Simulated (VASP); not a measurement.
# SnO2 in VASP: single point with PBE

Aim: the single point of SnO2 with PBE.

Everything below comes from runs of VASP 6.6.1. Logs are shortened: lines on timing, memory, paths and dates and some standing lists are left out, and cuts for length are marked.

**1. The cell of the first run**

The cell holds a disordered packing, 24 atoms: a = 6.638 Å, b = 6.670 Å, c = 7.466 Å, α = 83.76°, β = 102.65°, γ = 93.71°.

**2. Single point, PBE**

Input file INCAR:

```
ALGO = Fast
EDIFF = 1E-6
ENCUT = 520
GGA = PE
ISIF = 2
ISMEAR = 0
LASPH = T
LCHARG = F
LREAL = Auto
LWAVE = F
NBANDS = 122
NELM = 100
PREC = Accurate
SIGMA = 0.02
```

Input file KPOINTS:

```
k-points
0
Gamma
  4 4 3
```

Input file POSCAR:

```
SnO2
1.0
    6.5907900000     -0.2033000000     -0.7666350000
   -0.1868780000      6.6579070000      0.3612350000
   -0.7728030000      0.3883810000      7.4161080000
Sn O
8 16
Direct
    0.5174722510      0.5864517224      0.4537850377
    0.2767844297      0.4209673208      0.8326553772
    0.7597895136      0.1780451907      0.7113179015
    0.4475907966      0.8586653014      0.9735638917
    0.0196361574      0.8180386849      0.4708667346
    0.4057997857      0.1370155812      0.2838715402
    0.9992473125      0.3358747098      0.3548610455
    0.8622264597      0.6509997680      0.9247651683
    0.4560324970      0.0224336336      0.5655730929
    0.1325404557      0.5164495615      0.5634787292
    0.5085571003      0.8458733511      0.2552060242
    0.3737370560      0.1517815077      0.9973264154
    0.7870061691      0.7077160681      0.6121622327
    0.3607886716      0.8152852986      0.5762497462
    0.9271490608      0.6247143087      0.2192448966
    0.6859589781      0.3186932603      0.3962062010
    0.5495440424      0.5801647607      0.9602759817
    0.9921185200      0.0981870013      0.5924727546
    0.5121119828      0.3682248773      0.6783017830
    0.0873173780      0.0596080583      0.2759212689
    0.7360544387      0.9447883072      0.9119965250
    0.1674993442      0.7172001906      0.8861703286
    0.9605789422      0.3637477168      0.8911857539
    0.2935062559      0.4189587706      0.2754226551
```

Potentials or basis: VASP PAW PBE potentials, release 64 (Sn_d, O).

The run is started by

```sh
cat potpaw_PBE.64/Sn_d/POTCAR potpaw_PBE.64/O/POTCAR > POTCAR
mpirun -np 1 vasp_std > vasp.out
```

OUTCAR:

```text
EDIFF = 1E-6
   ENCUT = 520
   GGA = PE
   ISIF = 2
   ISMEAR = 0
   LASPH = T
   LREAL = Auto
   NELM = 100
   PREC = Accurate

 ion  position               nearest neighbor table
   1  0.517  0.586  0.454-  13 2.09  19 2.10  24 2.11  11 2.15  14 2.27  16 2.29  10 2.85   6 3.36
                             3 3.43   5 3.56   2 3.58   7 3.69
   2  0.277  0.421  0.833-  10 2.08  12 2.11  17 2.13  19 2.20  23 2.24  22 2.25   4 3.26   8 3.46
                             1 3.58   6 3.64   3 3.67   7 3.72
   3  0.760  0.178  0.711-  21 2.06  18 2.06  19 2.10  23 2.12   9 2.31  16 2.39   7 3.43   1 3.43
                             6 3.55   4 3.60   8 3.65   2 3.67   8 3.74
   4  0.448  0.859  0.974-  22 2.04  17 2.04  11 2.05  12 2.08  21 2.10   6 3.19   2 3.26   8 3.27
                             3 3.60
   5  0.020  0.818  0.471-  13 2.11  20 2.14  10 2.18  18 2.20  14 2.23  15 2.34   7 3.41   7 3.47
                             1 3.56   6 3.64
   6  0.406  0.137  0.284-  24 2.06  12 2.10   9 2.12  20 2.13  11 2.15  16 2.21   4 3.19   7 3.25
                             1 3.36   3 3.55   2 3.64   5 3.64
   7  0.999  0.336  0.355-  10 2.08  15 2.11  20 2.15  16 2.16  24 2.18  18 2.25   6 3.25   5 3.41
                             3 3.43   5 3.47   8 3.61   1 3.69   2 3.72
   8  0.862  0.651  0.925-  22 2.12  23 2.12  15 2.14  21 2.17  17 2.17  13 2.27   4 3.27   2 3.46
                             7 3.61   3 3.65   3 3.74
   9  0.456  0.022  0.566-  14 1.48   6 2.12   3 2.31
  10  0.133  0.516  0.563-   2 2.08   7 2.08   5 2.18   1 2.85
  11  0.509  0.846  0.255-   4 2.05   6 2.15   1 2.15
  12  0.374  0.152  0.997-   4 2.08   6 2.10   2 2.11
  13  0.787  0.708  0.612-   1 2.09   5 2.11   8 2.27
  14  0.361  0.815  0.576-   9 1.48   5 2.23   1 2.27
  15  0.927  0.625  0.219-   7 2.11   8 2.14   5 2.34
  16  0.686  0.319  0.396-   7 2.16   6 2.21   1 2.29   3 2.39
  17  0.550  0.580  0.960-   4 2.04   2 2.13   8 2.17
  18  0.992  0.098  0.592-   3 2.06   5 2.20   7 2.25
  19  0.512  0.368  0.678-   3 2.10   1 2.10   2 2.20
  20  0.087  0.060  0.276-   6 2.13   5 2.14   7 2.15
  21  0.736  0.945  0.912-   3 2.06   4 2.10   8 2.17
  22  0.167  0.717  0.886-   4 2.04   8 2.12   2 2.25
  23  0.961  0.364  0.891-   3 2.12   8 2.12   2 2.24
  24  0.294  0.419  0.275-   6 2.06   1 2.11   7 2.18

  LATTYP: Found a triclinic cell.
 ALAT       =     9.4562940636
 B/A-ratio  =     0.7895664736
 C/A-ratio  =     1.5346149870
 COS(alpha) =     0.0003638535
 COS(beta)  =     0.6278879783
 COS(gamma) =     0.7129537370

  Lattice vectors:

 A1 = (  -0.5859250000,  -6.2695260000,   7.0548730000)
 A2 = (  -0.7728030000,   0.3883810000,   7.4161080000)
 A3 = (  -6.2170340000, -13.1125140000,   0.0441650000)

Analysis of symmetry for initial positions (statically):
=====================================================================
 Subroutine PRICEL returns:
[... 181 lines left out ...]
   EFERMI =   0.00;   METHOD = LEGACY
   ISMEAR =     0;   SIGMA  =   0.02  broadening in eV -4-tet -1-fermi 0-gaus
   EFERMI_NEDOS =   21; number of points for ismear=-14 and -15
   IALGO  =     68    algorithm
   IMIX   =      4    mixing-type and parameters
     AMIX     =   0.40;   BMIX     =  1.00
     AMIX_MAG =   1.60;   BMIX_MAG =  1.00
  volume/ion in A,a.u.               =      13.35        90.09
  Fermi-wavevector in a.u.,A,eV,Ry     =   1.417548  2.678777 27.340124  2.009442
  Thomas-Fermi vector in A             =   2.538767
   LORBIT       =      0    0 simple, 1 ext, 2 COOP (PROOUT), +10 PAW based schemes
   GGA     = PE    functional components
   LHFCALC =     F    Hartree Fock is set to
   AEXX    =    0.0000 exact exchange contribution
   IVDW    =     0    specifies the selected vdW correction
   LEPSILON=     F    determine dielectric tensor
   LRPA    =     F    only Hartree local field effects (RPA)
 non-spin polarized calculation
 RMM-DIIS sequential band-by-band and
 Gauss-broadening in eV      SIGMA  =   0.02
  energy-cutoff  :      520.00
  volume of cell :      320.39
 maximum number of plane-waves:      8649
 NGX is ok and might be reduce to    50
   NGX = 25   NGY = 25   NGZ = 27

 number of electron     207.9999980 magnetization

 Free energy of the ion-electron system (eV)
  ---------------------------------------------------
  ext. energy  EPLUGINS =         0.00000000
  ---------------------------------------------------
  free energy    TOTEN  =      -141.56277920 eV

  energy without entropy =     -141.56131597  energy(sigma->0) =     -141.56204758

 E-fermi :   7.4196     XC(G=0): -10.6595

 val. band max:        7.4145801264   @ k =   0.2500   0.5000   0.3333
 cond. band min:       7.4213240155   @ k =   0.5000  -0.2500   0.3333
 fundamental gap:      0.0067438891
 Fermi energy:         7.4195598424

 k-point     1 :       0.0000    0.0000    0.0000
  band No.  band energies     occupation
      1     -16.2928      2.00000
      2     -15.8527      2.00000
      3     -15.7648      2.00000
      4     -15.6552      2.00000
      5     -15.5661      2.00000
      6     -15.5511      2.00000
[... 2845 lines left out ...]
    115      11.5141      0.00000
    116      11.7498      0.00000

 [... further k-points ...]

 [bands above 116 left out]

------------------------ aborting loop because EDIFF is reached ----------------------------------------

  FORCE on cell =-STRESS in cart. coord.  units (eV):
  Direction    XX          YY          ZZ          XY          YZ          ZX
  --------------------------------------------------------------------------------------
  -------------------------------------------------------------------------------------
  Total        0.8406364      1.8401494      1.3473969     -0.2408778     -0.2362067     -0.2161598
  in kB        4.2038220      9.2021479      6.7380103     -1.2045721     -1.1812134     -1.0809636
  external PRESSURE =       6.7146601 kB  Pullay stress =       0.0000000 kB

 VOLUME and BASIS-vectors are now :
 -----------------------------------------------------------------------------
  energy-cutoff  :      520.00
  volume of cell :      320.39
      direct lattice vectors                 reciprocal lattice vectors
     6.590790000 -0.203300000 -0.766635000     0.153675111  0.003454400  0.015832963
    -0.186878000  6.657907000  0.361235000     0.003776525  0.150710231 -0.007499147
    -0.772803000  0.388381000  7.416108000     0.015702105 -0.006983926  0.136843619

 POSITION                                       TOTAL-FORCE (eV/Angst)
 -----------------------------------------------------------------------------------
      2.95027      3.97558      3.18045        -0.015202      0.002544     -0.013917
      1.10208      3.06988      6.11494         0.030141      0.024561      0.042880
      4.42463      1.30721      4.75705        -0.009769     -0.012020      0.036189
      2.03714      6.00403      7.18710         0.032446      0.027435     -0.111383
     -0.38734      5.62531      3.77245        -0.073873     -0.037688     -0.085591
      2.42956      0.93999      1.84362         0.100588     -0.036342     -0.044322
[... 16 lines left out ...]
      5.57429      2.57263      6.00411        -0.115068     -0.217508     -0.200790
      1.64330      2.83669      1.96889         0.024158      0.114305      0.047219
 -----------------------------------------------------------------------------------
    total drift:                                0.024687     -0.006567     -0.008608

  FREE ENERGIE OF THE ION-ELECTRON SYSTEM (eV)
  ---------------------------------------------------
  free  energy   TOTEN  =      -141.5627791958 eV

  energy  without entropy=     -141.5613159728  energy(sigma->0) =     -141.56204758
```

stdout:

```text
POSCAR found type information on POSCAR SnO
 POSCAR found :  2 types and      24 ions
 scaLAPACK will be used
 LDA part: xc-table for (Slater+PW92), standard interpolation
 POSCAR, INCAR and KPOINTS ok, starting setup
 FFT: planning ... GRIDC
 FFT: planning ... GRID_SOFT
 FFT: planning ... GRID
 WAVECAR not read
 entering main loop
WARNING in EDDRMM: call to ZHEGV failed, returncode =   6  3    112
WARNING in EDDRMM: call to ZHEGV failed, returncode =   8  4    113
WARNING in EDDRMM: call to ZHEGV failed, returncode =   8  4    113
WARNING in EDDRMM: call to ZHEGV failed, returncode =   8  4    115
```

Run time: 51 min. Hardware: 1 thread of Oxide Virtual Turin-like, shared host; peak memory 0.72 GiB.

What came out:

* Free energy: -141.5628 eV
* Pressure: 0.7 GPa
* Largest force: 0.318 eV/Å
* Band gap on the k mesh: zero (bands 104 and 105 overlap by 0.59 eV)

Forces on the atoms (eV/Å):
```
Sn  -0.015  0.003 -0.014
Sn   0.030  0.025  0.043
Sn  -0.010 -0.012  0.036
Sn   0.032  0.027 -0.111
Sn  -0.074 -0.038 -0.086
Sn   0.101 -0.036 -0.044
Sn   0.024 -0.033 -0.003
Sn  -0.033  0.033  0.009
O    0.032  0.132 -0.024
O   -0.074 -0.108 -0.015
O    0.012  0.107  0.004
O    0.030  0.010  0.023
O   -0.130 -0.062  0.078
O    0.041 -0.067  0.115
O    0.028  0.137  0.032
O    0.037 -0.085 -0.071
O    0.001 -0.139  0.042
O    0.117  0.021  0.077
O    0.036  0.010  0.090
O   -0.080  0.085 -0.049
O    0.016  0.054  0.027
O   -0.032  0.041 -0.005
O   -0.115 -0.218 -0.201
O    0.024  0.114  0.047
```

Levels at points of the mesh, in eV from the Fermi level:
| k point | band 102 | band 103 | band 104 | band 105 | band 106 | band 107 |
| --- | --- | --- | --- | --- | --- | --- |
| (0.00, 0.00, 0.00) | -2.75 | -2.54 | -2.42 | 0.61 | 0.91 | 1.22 |
| (0.50, 0.00, 0.00) | -2.72 | -2.58 | -0.50 | -0.28 | 1.12 | 1.23 |
| (0.00, 0.50, 0.00) | -2.68 | -2.48 | -0.58 | -0.10 | 0.81 | 1.02 |
| (0.50, 0.50, 0.00) | -2.76 | -2.49 | 0.22 | 0.52 | 0.65 | 0.78 |

Caveat: spin-orbit coupling is left out, which moves the levels of the heavy elements.
